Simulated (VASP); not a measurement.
A run of VASP 6.6.1:

INCAR

```
SYSTEM = W
  PREC = Accurate
  ENCUT = 520
  EDIFF = 1E-6
  ISMEAR = -1
  SIGMA = 0.1
  LREAL = .False.
  LASPH = .True.
  NELM = 80
  ALGO = Normal
  ISIF = 2
  LWAVE = .False.
  LCHARG = .True.
  GGA = B5
  ALDAX = 1.0
  AGGAX = 1.0
  AGGAC = 1.0
  ALDAC = 0.0
  LELF = .True.
  LVHAR = .True.
  NBANDS = 13
```

KPOINTS

```
Automatic mesh
0
Gamma
  13 13 13
  0 0 0
```

Contents of POSCAR:

```
W
1.0
    2.6365503918      0.0000000000      0.0000000000
    0.0000000000      2.6365503918      0.0000000000
    0.0000000000      0.0000000000      2.6365503918
W
1
Direct
    0.0000000000      0.0000000000      0.0000000000
```

Potentials or basis: VASP PAW PBE potentials, release 64 (W_sv).

Run with:

```bash
$ cat potpaw_PBE.64/W_sv/POTCAR > POTCAR
$ mpirun -np 1 vasp_std > vasp.out
```

Hardware: 1 thread of Intel Xeon 6975P-C, with other jobs on the host.

Q: How long does it take, and how much memory?

A: It took 8 s on 1 thread of Intel Xeon 6975P-C, with other jobs on the host, peak memory 0.14 GiB. Counts: scf iterations 11, k points 84.
